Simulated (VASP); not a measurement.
## BaTiO3: electric field gradients with PBEsol

The system is BaTiO3.

```
Ba Ti O
1.0
     3.99980   -0.04000   -0.04000
    -0.04000    3.99980   -0.04000
    -0.04018   -0.04018    4.01800
Ba Ti O
1 1 3
Direct
  0.00000 0.00000 0.00000
  0.50000 0.50000 0.50000
  0.50000 0.50000 0.00000
  0.50000 0.00000 0.50000
  0.00000 0.50000 0.50000
```

This cell differs from its parent crystal: equal xy, yz and zx shear strains of -2 %.

- Program: VASP 6.6.1
- Task: electric field gradients
- Functional: PBEsol
- Potentials or basis: VASP PAW PBE potentials, release 64 (Ba_sv, Ti_sv, O)
- Cutoff: 520 eV
- k mesh: 7 × 7 × 7
- Occupations: fermi-dirac, width 0.03 eV
- Spin: no spin polarisation
- Dipole correction: no
- Further INCAR settings: ALGO = Normal; EDIFF = 1e-08; NBANDS = 28

| Quantity | Value |
| --- | --- |
| Pressure | -2.7 GPa |
| Band gap on the k mesh | 1.65 eV |
| Largest electric field gradient by atom | Ba -24.4; Ti +8.1; O +24.9, +22.8 (each value once) V/Å² |

Stress tensor (GPa, compression positive):
```
-2.39  2.49  2.48
 2.49 -2.39  2.48
 2.48  2.48 -3.24
```

Levels at points of the mesh, in eV from the valence-band top:
| k point | band 16 | band 17 | band 18 | band 19 | band 20 | band 21 | band 22 | band 23 | band 24 | band 25 |
| --- | --- | --- | --- | --- | --- | --- | --- | --- | --- | --- |
| (0.00, 0.00, 0.00) | -1.04 | -1.03 | -0.17 | -0.16 | 0.00 | 1.65 | 1.75 | 1.76 | 3.93 | 3.97 |

Electric field gradients, principal values (V/Å²):
| atom | least | middle | greatest (by size) |
| --- | --- | --- | --- |
| 1 Ba | 12.116 | 12.282 | -24.399 |
| 2 Ti | -2.449 | -5.651 | 8.099 |
| 3 O | -12.371 | -12.532 | 24.904 |
| 4 O | -10.641 | -12.143 | 22.784 |
| 5 O | -10.641 | -12.143 | 22.784 |

It took 5 min on 1 thread of Intel Xeon 8259CL, with other jobs on the host, peak memory 0.3 GiB.

Caveat: the cell differs from its parent crystal (equal xy, yz and zx shear strains of -2 %); without QUAD_EFG the Cq values of the log hold for a quadrupole moment of 1 mb, not for the nuclei; the PAW data sets were made with another functional, which shifts forces and pressure a little; spin-orbit coupling is left out, which moves the levels of the heavy elements. A k mesh can miss the band edges.
